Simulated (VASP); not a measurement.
Write the native input for VASP 6.6.1 that does the following.

```
Task                   : relaxation of cell and atoms
Functional             : PBE
Potentials or basis    : VASP PAW PBE potentials, release 64 (Cu, O)
Cutoff                 : 600 eV
k mesh                 : 14 × 14 × 8
Occupations            : gaussian, width 0.1 eV
Spin                   : no spin polarisation
Dipole correction      : no
Further INCAR settings : ALGO = Fast; EDIFF = 1e-06; IBRION = 2; EDIFFG = -0.01; NSW = 80; ISIF = 3
```

The structure of CuO lies in POSCAR:

```
CuO
1.0
    1.9909680000     -2.1535500000      0.0000000000
    1.9909680000      2.1535500000      0.0000000000
    0.0000000000      0.0000000000      5.1559280000
Cu O
2 2
Direct
    0.0000000000      0.5000000000      0.0000000000
    0.5000000000      0.0000000000      0.5000000000
    0.5000000000      0.5000000000      0.2500000000
    0.5000000000      0.5000000000      0.7500000000
```

One way to write it, as run:

INCAR

```
ALGO = Fast
EDIFF = 1E-6
EDIFFG = -0.01
ENCUT = 600
GGA = PE
IBRION = 2
ISIF = 3
ISMEAR = 0
LASPH = T
LCHARG = F
LREAL = F
LWAVE = F
NELM = 80
NSW = 80
PREC = Accurate
SIGMA = 0.1
```

KPOINTS

```
k-points
0
Gamma
  14 14 8
```

Potentials or basis: VASP PAW PBE potentials, release 64 (Cu, O).

Launch:

```bash
$ cat potpaw_PBE.64/Cu/POTCAR potpaw_PBE.64/O/POTCAR > POTCAR
$ mpirun -np 1 vasp_std > vasp.out
```

It gave:

| Property | Result |
| --- | --- |
| Relaxed volume | 11.24 Å³/atom |
| Relaxed cell | a = 2.952 Å, b = 2.952 Å, c = 5.160 Å, α = 90.00°, β = 90.00°, γ = 90.01° |
| Space group after relaxing (to 0.1 Å) | P4_2/mmc (No. 131) |
| Energy gained by relaxing | 2.6 meV/atom |
| Ionic steps | 20 |
| Pressure after relaxing | 0.1 GPa |
| Band gap on the k mesh | zero (bands 17 and 18 overlap by 1.18 eV) |

Caveat: semilocal functionals often make such compounds metallic where correlation or magnetic order opens a gap, which also shifts bond lengths.

Run time: 59 min on 1 thread of Oxide Virtual Turin-like Processor, on a shared host, peak memory 0.37 GiB.
